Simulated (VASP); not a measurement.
# Ba (Fd-3m) in VASP: a series of runs

The runs below take Ba through relaxation of cell and atoms, with LDA.

Program: VASP 6.6.1. These are calculated values, not measurements. Logs are shortened: lines on timing, memory, paths and dates and some standing lists are left out, and cuts for length are marked.

**1. The cell of the first run**

Symmetry: Fd-3m, No. 227, cubic system. Conventional cell: a = 7.304 Å, b = 7.304 Å, c = 7.304 Å, α = 90.00°, β = 90.00°, γ = 90.00°. Within 4.2 Å of Ba (site symmetry -43m) lie 4 Ba at 3.16 Å.

This isn't the form of Ba at room conditions, which is bcc.

**2. Relaxation of cell and atoms, LDA, target pressure -0.15 GPa, at which the enthalpy is minimised**

Contents of INCAR:

```
PREC     = Accurate       # precision mode
ENCUT    = 600            # plane-wave cutoff, eV
EDIFF    = 1E-7           # SCF threshold, eV
ISMEAR   = -1             # smearing method
SIGMA    = 0.1            # smearing width, eV
LREAL    = False          # projectors in reciprocal space
LASPH    = True           # aspherical terms in the spheres
NELM     = 100            # most SCF steps
ALGO     = Normal         # electronic algorithm
ISIF     = 3              # what is computed and relaxed
LWAVE    = False          # write WAVECAR
LCHARG   = False          # write CHGCAR
GGA      = CA             # functional
IBRION   = 2              # ionic algorithm
NSW      = 32             # ionic steps
EDIFFG   = -0.005         # ionic threshold
PSTRESS  = -1.5
```

Contents of KPOINTS:

```
regular mesh
0
Gamma
  8 8 8
```

Contents of POSCAR:

```
Ba
1.0
    0.0000000000      3.6519801608      3.6519801608
    3.6519801608      0.0000000000      3.6519801608
    3.6519801608      3.6519801608      0.0000000000
Ba
2
Direct
   -0.1250000000     -0.1250000000     -0.1250000000
    0.1250000000      0.1250000000      0.1250000000
```

Potentials or basis: VASP PAW LDA potentials, release 64 (Ba_sv).

Run with:

```
> cat potpaw_LDA.64/Ba_sv/POTCAR > POTCAR
> mpirun -np 1 vasp_std > vasp.out
```

OUTCAR:

```text
PREC = Accurate
   ENCUT = 600
   EDIFF = 1E-7
   ISMEAR = -1
   LREAL = False
   LASPH = True
   NELM = 100
   ISIF = 3
   GGA = CA
   IBRION = 2
   NSW = 32
   EDIFFG = -0.005
   PSTRESS = -1.5

 ion  position               nearest neighbor table
   1  0.875  0.875  0.875-   2 3.16   2 3.16   2 3.16   2 3.16
   2  0.125  0.125  0.125-   1 3.16   1 3.16   1 3.16   1 3.16

  LATTYP: Found a face centered cubic cell.
 ALAT       =     7.3039603216

  Lattice vectors:

 A1 = (   0.0000000000,   3.6519801608,   3.6519801608)
 A2 = (   3.6519801608,   0.0000000000,   3.6519801608)
 A3 = (   3.6519801608,   3.6519801608,   0.0000000000)

Analysis of symmetry for initial positions (statically):
=====================================================================
 Subroutine PRICEL returns:
 Original cell was already a primitive cell.

 Routine SETGRP: Setting up the symmetry group for a
 face centered cubic supercell.

 Subroutine GETGRP returns: Found 48 space group operations
 (whereof 12 operations were pure point group operations)
 out of a pool of 48 trial point group operations.

The static configuration has the point symmetry D_3d.
 The point group associated with its full space group is O_h .

Analysis of symmetry for dynamics (positions and initial velocities):
=====================================================================
 Subroutine PRICEL returns:
 Original cell was already a primitive cell.

 Routine SETGRP: Setting up the symmetry group for a
 face centered cubic supercell.

 Subroutine GETGRP returns: Found 48 space group operations
 (whereof 12 operations were pure point group operations)
 out of a pool of 48 trial point group operations.

The dynamic configuration has the point symmetry D_3d.
 The point group associated with its full space group is O_h .

 Subroutine INISYM returns: Found 48 space group operations
 (whereof 12 operations are pure point group operations),
 and found     1 'primitive' translations

----------------------------------------------------------------------------------------

                                     Primitive cell

  volume of cell :      97.4126

  direct lattice vectors                    reciprocal lattice vectors
     0.000000000  3.651980161  3.651980161    -0.136912025  0.136912025  0.136912025
[... 103 lines left out ...]
   IALGO  =     38    algorithm
   IMIX   =      4    mixing-type and parameters
     AMIX     =   0.40;   BMIX     =  1.00
     AMIX_MAG =   1.60;   BMIX_MAG =  1.00
  volume/ion in A,a.u.               =      48.71       328.69
  Fermi-wavevector in a.u.,A,eV,Ry     =   0.965783  1.825066 12.690666  0.932738
  Thomas-Fermi vector in A             =   2.095529
   LORBIT       =      0    0 simple, 1 ext, 2 COOP (PROOUT), +10 PAW based schemes
   GGA     = CA    functional components
   LHFCALC =     F    Hartree Fock is set to
   AEXX    =    0.0000 exact exchange contribution
   IVDW    =     0    specifies the selected vdW correction
   LEPSILON=     F    determine dielectric tensor
   LRPA    =     F    only Hartree local field effects (RPA)
 conjugate gradient relaxation of ions
 non-spin polarized calculation
  energy-cutoff  :      600.00
  volume of cell :       97.41
 maximum number of plane-waves:      3287
 NGX is ok and might be reduce to    42
   NGX = 21   NGY = 21   NGZ = 21

--------------------------------------- Ionic step        1  -------------------------------------------

 number of electron      20.0000001 magnetization

 Free energy of the ion-electron system (eV)
  ---------------------------------------------------
  ext. energy  EPLUGINS =         0.00000000
  ---------------------------------------------------
  free energy    TOTEN  =        -2.86960025 eV

  energy without entropy =       -2.80119220  energy(sigma->0) =       -2.83539623

------------------------ aborting loop because EDIFF is reached ----------------------------------------

  FORCE on cell =-STRESS in cart. coord.  units (eV):
  Direction    XX          YY          ZZ          XY          YZ          ZX
  --------------------------------------------------------------------------------------
  -------------------------------------------------------------------------------------
  Total        0.4173577      0.4173577      0.4173577     -0.0000000     -0.0000000     -0.0000000
  in kB        6.8644193      6.8644193      6.8644193     -0.0000000     -0.0000000     -0.0000000
  external PRESSURE =       8.3644193 kB  Pullay stress =      -1.5000000 kB
[... 63 lines left out ...]
--------------------------------------- Ionic step        3  -------------------------------------------

 number of electron      19.9999999 magnetization

 Free energy of the ion-electron system (eV)
  ---------------------------------------------------
  ext. energy  EPLUGINS =         0.00000000
  ---------------------------------------------------
  free energy    TOTEN  =        -2.87643649 eV

  energy without entropy =       -2.80534396  energy(sigma->0) =       -2.84089022

 E-fermi :   1.8082     XC(G=0):  -8.1815

 val. band max:        1.7969631222   @ k =   0.5000   0.0000   0.0000
 cond. band min:       1.8387422336   @ k =   0.1250   0.0000   0.0000
 fundamental gap:      0.0417791114
 Fermi energy:         1.8081735651

 k-point     1 :       0.0000    0.0000    0.0000
  band No.  band energies     occupation
      1     -27.4734      2.00000
      2     -26.5028      2.00000
      3     -13.0661      2.00000
      4     -13.0661      2.00000
      5     -13.0661      2.00000
      6     -11.6024      2.00000
      7     -11.6024      2.00000
      8     -11.6024      2.00000
      9      -0.2174      2.00000
     10       1.9332      0.44535
     11       1.9332      0.44535
     12       3.3075      0.00000
     13       3.3075      0.00000
     14       3.3075      0.00000
[... 377 lines left out ...]
      1     -27.1784      2.00000
      2     -26.8371      2.00000
      3     -13.4530      2.00000
      4     -13.3324      2.00000
      5     -12.7557      2.00000
      6     -11.8397      2.00000
      7     -11.2478      2.00000
      8     -11.1277      2.00000
      9       1.1211      1.99793
     10       1.4041      1.96545
     11       2.2568      0.02226
     12       2.6289      0.00054
     13       3.3416      0.00000
     14       3.8370      0.00000

 [... further k-points ...]

------------------------ aborting loop because EDIFF is reached ----------------------------------------

  FORCE on cell =-STRESS in cart. coord.  units (eV):
  Direction    XX          YY          ZZ          XY          YZ          ZX
  --------------------------------------------------------------------------------------
  -------------------------------------------------------------------------------------
  Total       -0.0968555     -0.0968555     -0.0968555      0.0000000      0.0000000      0.0000000
  in kB       -1.5227242     -1.5227242     -1.5227242      0.0000000      0.0000000      0.0000000
  external PRESSURE =      -0.0227242 kB  Pullay stress =      -1.5000000 kB
[... 21 lines left out ...]
  energy  without entropy=       -2.8053439554  energy(sigma->0) =       -2.84089022

  enthalpy is  TOTEN    =        -2.9718465746 eV   P V=       -0.0954100872

 reached required accuracy - stopping structural energy minimisation
```

OSZICAR:

```text
N       E                     dE             d eps       ncg     rms          rms(c)
DAV:   1     0.156471373010E+03    0.15647E+03   -0.94261E+03   812   0.134E+03
DAV:   2     0.558184745444E+01   -0.15089E+03   -0.14791E+03  1346   0.236E+02
DAV:   3    -0.288787817997E+01   -0.84697E+01   -0.82240E+01  1120   0.593E+01
[... 22 lines left out ...]
DAV:   3    -0.287631700340E+01    0.21276E-02   -0.10601E-02  1178   0.659E-01    0.639E-02
DAV:   4    -0.287639257987E+01   -0.75576E-04   -0.41429E-04  1174   0.109E-01    0.292E-02
DAV:   5    -0.287643667504E+01   -0.44095E-04   -0.59999E-05  1296   0.408E-02    0.640E-03
DAV:   6    -0.287643649408E+01    0.18096E-06   -0.19296E-06   974   0.110E-02    0.155E-03
DAV:   7    -0.287643648740E+01    0.66780E-08   -0.11553E-07   808   0.192E-03
   3 F= -.29718466E+01 E0= -.29363003E+01  d E =-.110461E-01
```

CONTCAR:

```text
Ba
   1.00000000000000
    -0.0000000000000000    3.7073296693488933    3.7073296693488933
     3.7073296693488933    0.0000000000000000    3.7073296693488933
     3.7073296693488933    3.7073296693488933    0.0000000000000000
  Ba
     2
Direct
     0.8750000000000000    0.8750000000000000    0.8750000000000000
     0.1250000000000000    0.1250000000000000    0.1250000000000000

  0.00000000E+00  0.00000000E+00  0.00000000E+00
  0.00000000E+00  0.00000000E+00  0.00000000E+00
```

Wall time 2.5 min (1 thread of Intel Xeon Platinum 8488C (Sapphire Rapids), shared host); peak memory 0.23 GiB.

Results:

* Free energy: -2.8764 eV
* Relaxed volume: 50.95 Å³/atom
* Relaxed cell: a = 5.243 Å, b = 5.243 Å, c = 5.243 Å, α = 60.00°, β = 60.00°, γ = 60.00°
* Space group after relaxing (to 0.1 Å): Fd-3m (No. 227)
* Energy change on relaxing (the run minimises the enthalpy): -3.4 meV/atom
* Ionic steps: 3
* Pressure after relaxing: -0.2 GPa
* Band gap on the k mesh: zero (bands 10 and 11 overlap by 0.16 eV)

The path:
| step | energy change (eV) | largest force (eV/Å) | pressure (GPa) | volume (Å³) |
| --- | --- | --- | --- | --- |
| 1 | 0.0000 | 0.0000 | 0.69 | 97.41 |
| 2 | -0.0073 | 0.0000 | -0.01 | 101.04 |
| 3 | -0.0068 | 0.0000 | -0.15 | 101.91 |

Final structure:
```
Ba
1.0
     0.00000    3.70733    3.70733
     3.70733    0.00000    3.70733
     3.70733    3.70733    0.00000
Ba
2
Direct
  0.87500 0.87500 0.87500
  0.12500 0.12500 0.12500
```

Caveat: the cell is relaxed towards a set pressure, so the run minimises the enthalpy, not the energy; spin-orbit coupling is left out, which moves the levels of the heavy elements.

[end of part 1 of 2]
